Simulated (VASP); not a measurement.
# Be (Pm-3) in VASP: further runs, part 2 of 2

VASP 6.6.1. The steps go on from the part before.

### 3 Relaxation of cell and atoms, PBE

This run uses another cell than the first one, of 8.67 Å³/atom, 0.998 times its volume.

The input, INCAR:

```
ALGO = Normal
EDIFF = 1E-7
EDIFFG = -0.01
ENCUT = 600
GGA = PE
IBRION = 2
ISIF = 3
ISMEAR = 0
LASPH = T
LCHARG = F
LREAL = F
LWAVE = F
NELM = 100
NSW = 100
PREC = Accurate
SIGMA = 0.1
```

The input, KPOINTS:

```
k-points
0
Gamma
  10 10 10
```

The input, POSCAR:

```
Be
1.0
    3.9297837466      0.0000000000      0.0000000000
    0.0000000000      3.9297837466      0.0000000000
    0.0000000000      0.0000000000      3.9297837466
Be
7
Direct
    0.5000000000      0.7461685938      0.0000000000
    0.0000000000      0.5000000000      0.2538314062
    0.7461685938      0.0000000000      0.5000000000
    0.5000000000      0.2538314062      0.0000000000
    0.0000000000      0.5000000000      0.7461685938
    0.2538314062      0.0000000000      0.5000000000
    0.5000000000      0.5000000000      0.5000000000
```

Potentials or basis: VASP PAW PBE potentials, release 64 (Be).

On the command line:

```sh
$ cat potpaw_PBE.64/Be/POTCAR > POTCAR
$ mpirun -np 1 vasp_std > vasp.out
```

OUTCAR:

```text
EDIFF = 1E-7
   EDIFFG = -0.01
   ENCUT = 600
   GGA = PE
   IBRION = 2
   ISIF = 3
   ISMEAR = 0
   LASPH = T
   LREAL = F
   NELM = 100
   NSW = 100
   PREC = Accurate

 ion  position               nearest neighbor table
   1  0.500  0.746  0.000-   4 1.93   4 2.00   7 2.19   7 2.19
   2  0.000  0.500  0.254-   5 1.93   5 2.00   7 2.19   7 2.19
   3  0.746  0.000  0.500-   6 1.93   6 2.00   7 2.19   7 2.19
   4  0.500  0.254  0.000-   1 1.93   1 2.00   7 2.19   7 2.19
   5  0.000  0.500  0.746-   2 1.93   2 2.00   7 2.19   7 2.19
   6  0.254  0.000  0.500-   3 1.93   3 2.00   7 2.19   7 2.19
   7  0.500  0.500  0.500-   1 2.19   2 2.19   3 2.19   4 2.19   5 2.19   6 2.19   1 2.19   4 2.19
                             3 2.19   6 2.19   2 2.19   5 2.19

  LATTYP: Found a simple cubic cell.
 ALAT       =     3.9297837466

  Lattice vectors:

 A1 = (   3.9297837466,   0.0000000000,   0.0000000000)
 A2 = (   0.0000000000,   3.9297837466,   0.0000000000)
 A3 = (   0.0000000000,   0.0000000000,   3.9297837466)

Analysis of symmetry for initial positions (statically):
=====================================================================
 Subroutine PRICEL returns:
 Original cell was already a primitive cell.

 Routine SETGRP: Setting up the symmetry group for a
 simple cubic supercell.

 Subroutine GETGRP returns: Found 24 space group operations
 (whereof 24 operations were pure point group operations)
 out of a pool of 48 trial point group operations.

The static configuration has the point symmetry T_h .

Analysis of symmetry for dynamics (positions and initial velocities):
=====================================================================
 Subroutine PRICEL returns:
 Original cell was already a primitive cell.

 Routine SETGRP: Setting up the symmetry group for a
 simple cubic supercell.

 Subroutine GETGRP returns: Found 24 space group operations
 (whereof 24 operations were pure point group operations)
 out of a pool of 48 trial point group operations.

The dynamic configuration has the point symmetry T_h .

 Subroutine INISYM returns: Found 24 space group operations
[... 148 lines left out ...]
 number of electron      14.0000000 magnetization

 Free energy of the ion-electron system (eV)
  ---------------------------------------------------
  ext. energy  EPLUGINS =         0.00000000
  ---------------------------------------------------
  free energy    TOTEN  =       -25.12131074 eV

  energy without entropy =      -25.11651821  energy(sigma->0) =      -25.11891447

------------------------ aborting loop because EDIFF is reached ----------------------------------------

  FORCE on cell =-STRESS in cart. coord.  units (eV):
  Direction    XX          YY          ZZ          XY          YZ          ZX
  --------------------------------------------------------------------------------------
  -------------------------------------------------------------------------------------
  Total        0.1652677      0.1652677      0.1652677      0.0000000     -0.0000000     -0.0000000
  in kB        4.3630741      4.3630741      4.3630741      0.0000000     -0.0000000     -0.0000000
  external PRESSURE =       4.3630741 kB  Pullay stress =       0.0000000 kB
[... 69 lines left out ...]
--------------------------------------- Ionic step        3  -------------------------------------------

 number of electron      14.0000000 magnetization

 Free energy of the ion-electron system (eV)
  ---------------------------------------------------
  ext. energy  EPLUGINS =         0.00000000
  ---------------------------------------------------
  free energy    TOTEN  =       -25.12236127 eV

  energy without entropy =      -25.11768893  energy(sigma->0) =      -25.12002510

 E-fermi :   5.6979     XC(G=0): -10.2097

 val. band max:        5.6760993940   @ k =   0.4000   0.4000   0.0000
 cond. band min:       5.7410645289   @ k =   0.5000   0.2000   0.1000
 fundamental gap:      0.0649651349
 Fermi energy:         5.6978905145

 k-point     1 :       0.0000    0.0000    0.0000
  band No.  band energies     occupation
      1      -4.6827      2.00000
      2       1.7016      2.00000
      3       1.7016      2.00000
      4       1.7016      2.00000
      5       2.5610      2.00000
      6       2.5610      2.00000
      7       4.0588      2.00000
      8      10.2767      0.00000
      9      10.2789      0.00000
     10      10.2855      0.00000
     11      10.2982      0.00000
[... 309 lines left out ...]
 k-point    24 :       0.4000    0.3000    0.0000
  band No.  band energies     occupation
      1      -2.9737      2.00000
      2      -1.3976      2.00000
      3      -0.0870      2.00000
      4       1.6426      2.00000
      5       3.0105      2.00000
      6       3.6055      2.00000
      7       6.6621      0.00000
      8       6.8921      0.00000
      9       7.6335      0.00000
     10       7.7715      0.00000
     11       9.4256      0.00000

 [... further k-points ...]

------------------------ aborting loop because EDIFF is reached ----------------------------------------

  FORCE on cell =-STRESS in cart. coord.  units (eV):
  Direction    XX          YY          ZZ          XY          YZ          ZX
  --------------------------------------------------------------------------------------
  -------------------------------------------------------------------------------------
  Total        0.0484706      0.0484706      0.0484706      0.0000000      0.0000000      0.0000000
  in kB        1.2765545      1.2765545      1.2765545      0.0000000      0.0000000      0.0000000
  external PRESSURE =       1.2765545 kB  Pullay stress =       0.0000000 kB
[... 22 lines left out ...]
  FREE ENERGIE OF THE ION-ELECTRON SYSTEM (eV)
  ---------------------------------------------------
  free  energy   TOTEN  =       -25.1223612710 eV

  energy  without entropy=      -25.1176889320  energy(sigma->0) =      -25.12002510

 reached required accuracy - stopping structural energy minimisation
```

OSZICAR:

```text
N       E                     dE             d eps       ncg     rms          rms(c)
DAV:   1     0.183848640221E+02    0.18385E+02   -0.60548E+03  1672   0.119E+03
DAV:   2    -0.238277481248E+02   -0.42213E+02   -0.39289E+02  2254   0.179E+02
[... 23 lines left out ...]
DAV:   1    -0.251223738171E+02   -0.19787E-03   -0.29346E-03  1768   0.405E-01    0.184E-02
DAV:   2    -0.251223623952E+02    0.11422E-04   -0.63619E-05  2011   0.722E-02    0.975E-03
DAV:   3    -0.251223605359E+02    0.18593E-05   -0.12444E-05  1921   0.229E-02    0.225E-03
DAV:   4    -0.251223609227E+02   -0.38674E-06   -0.12566E-06  1876   0.906E-03    0.889E-04
DAV:   5    -0.251223611782E+02   -0.25555E-06   -0.61344E-08   983   0.230E-03    0.184E-04
DAV:   6    -0.251223612710E+02   -0.92728E-07   -0.83123E-09   953   0.105E-03
   3 F= -.25122361E+02 E0= -.25120025E+02  d E =-.105053E-02
```

CONTCAR:

```text
Be
   1.00000000000000
     3.9329319484806708    0.0000000000000000   -0.0000000000000000
     0.0000000000000000    3.9329319484806708    0.0000000000000000
     0.0000000000000000   -0.0000000000000000    3.9329319484806708
  Be
     7
Direct
     0.5000000000000000    0.7469606371605210    0.0000000000000000
     1.0000000000000000    0.5000000000000000    0.2530393628394791
     0.7469606371605210    0.0000000000000000    0.5000000000000000
     0.5000000000000000    0.2530393628394791    1.0000000000000000
     0.0000000000000000    0.5000000000000000    0.7469606371605210
     0.2530393628394791    1.0000000000000000    0.5000000000000000
     0.5000000000000000    0.5000000000000000    0.5000000000000000

  0.00000000E+00  0.00000000E+00  0.00000000E+00
  0.00000000E+00  0.00000000E+00  0.00000000E+00
  0.00000000E+00  0.00000000E+00  0.00000000E+00
  0.00000000E+00  0.00000000E+00  0.00000000E+00
  0.00000000E+00  0.00000000E+00  0.00000000E+00
  0.00000000E+00  0.00000000E+00  0.00000000E+00
  0.00000000E+00  0.00000000E+00  0.00000000E+00
```

Wall time 76 s (1 thread of AMD EPYC 9R45 (Zen 5), shared host); peak memory 0.16 GiB.

What came out:

```
Free energy                            : -25.1224 eV
Relaxed volume                         : 8.69 Å³/atom
Relaxed cell                           : a = 3.933 Å, b = 3.933 Å, c = 3.933 Å, α = 90.00°, β = 90.00°, γ = 90.00°
Space group after relaxing (to 0.05 Å) : Pm-3 (No. 200)
Energy gained by relaxing              : 0.2 meV/atom
Ionic steps                            : 3
Pressure after relaxing                : 0.1 GPa
Largest force after relaxing           : 0.006 eV/Å
Band gap on the k mesh                 : zero (band 7 reaches 6.87 eV, above the bottom of band 8 at 2.54 eV)
```

Forces on the atoms (eV/Å):
```
Be   0.000 -0.006  0.000
Be   0.000  0.000  0.006
Be  -0.006  0.000  0.000
Be   0.000  0.006  0.000
Be   0.000  0.000 -0.006
Be   0.006  0.000  0.000
Be   0.000  0.000  0.000
```

Step by step:
| step | energy change (eV) | largest force (eV/Å) | pressure (GPa) | volume (Å³) |
| --- | --- | --- | --- | --- |
| 1 | 0.0000 | 0.0917 | 0.44 | 60.69 |
| 2 | -0.0009 | 0.0467 | 0.00 | 60.90 |
| 3 | -0.0011 | 0.0058 | 0.13 | 60.83 |

Final structure:
```cif
data_structure
_symmetry_space_group_name_H-M 'P 1'
_symmetry_Int_Tables_number 1
_cell_length_a 3.9329
_cell_length_b 3.9329
_cell_length_c 3.9329
_cell_angle_alpha 90.000
_cell_angle_beta 90.000
_cell_angle_gamma 90.000
_cell_volume 60.83
loop_
_atom_site_label
_atom_site_type_symbol
_atom_site_fract_x
_atom_site_fract_y
_atom_site_fract_z
_atom_site_occupancy
Be1 Be 0.50000 0.74696 0.00000 1
Be2 Be 0.00000 0.50000 0.25304 1
Be3 Be 0.74696 0.00000 0.50000 1
Be4 Be 0.50000 0.25304 0.00000 1
Be5 Be 0.00000 0.50000 0.74696 1
Be6 Be 0.25304 0.00000 0.50000 1
Be7 Be 0.50000 0.50000 0.50000 1
```

Levels at points of the mesh, in eV from the Fermi level:
```tsv
k point	band 3	band 4	band 5	band 6	band 7	band 8	band 9	band 10	band 11
(0.00, 0.00, 0.00)	-4.00	-4.00	-3.14	-3.14	-1.64	4.58	4.58	4.59	4.60
(0.50, 0.00, 0.00)	-3.43	-2.57	-2.35	-1.83	-1.72	1.16	1.38	1.71	5.39
(0.50, 0.50, 0.00)	-6.79	-5.82	-1.83	-1.64	-0.36	1.73	1.79	2.04	3.32
(0.50, 0.50, 0.50)	-5.68	-5.68	-4.21	-4.21	-4.21	-3.16	8.98	8.98	9.24
```
